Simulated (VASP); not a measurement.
The system is Li.

```
CELL_PARAMETERS angstrom
-1.75000 1.75000 1.75000
1.75000 -1.75000 1.75000
1.75000 1.75000 -1.75000
ATOMIC_POSITIONS crystal
Li 0.00000 0.00000 0.00000
```

| Item | Value |
| --- | --- |
| Program | VASP 6.6.1 |
| Task | relaxation of cell and atoms |
| Functional | PBE |
| Potentials or basis | VASP PAW PBE potentials, release 64 (Li_sv) |
| Cutoff | 600 eV |
| k mesh | 16 × 16 × 16 |
| Occupations | gaussian, width 0.1 eV |
| Spin | no spin polarisation |

At the start: pressure -0.8 GPa; volume 21.44 Å³/atom.

Problem. Where does the relaxation end?

Solution. Over 4 steps the energy falls by 3.7 meV/atom and the volume is 20.04 Å³/atom (-6.5 %); space group Im-3m (No. 229, to 0.05 Å).

The path:
| step | energy change (eV) | largest force (eV/Å) | pressure (GPa) | volume (Å³) |
| --- | --- | --- | --- | --- |
| 1 | 0.0000 | 0.0000 | -0.81 | 21.44 |
| 2 | -0.0015 | 0.0000 | -0.64 | 21.10 |
| 3 | -0.0035 | 0.0000 | -0.22 | 20.39 |
| 4 | -0.0037 | 0.0000 | 0.01 | 20.04 |

Final structure:
```
Li
1.0
    -1.71115    1.71115    1.71115
     1.71115   -1.71115    1.71115
     1.71115    1.71115   -1.71115
Li
1
Direct
  0.00000 0.00000 0.00000
```

Caveat: the cutoff is under 1.25 times the usual one of these potentials, so pressure, stress and relaxed cells hold a basis-set (Pulay) error.
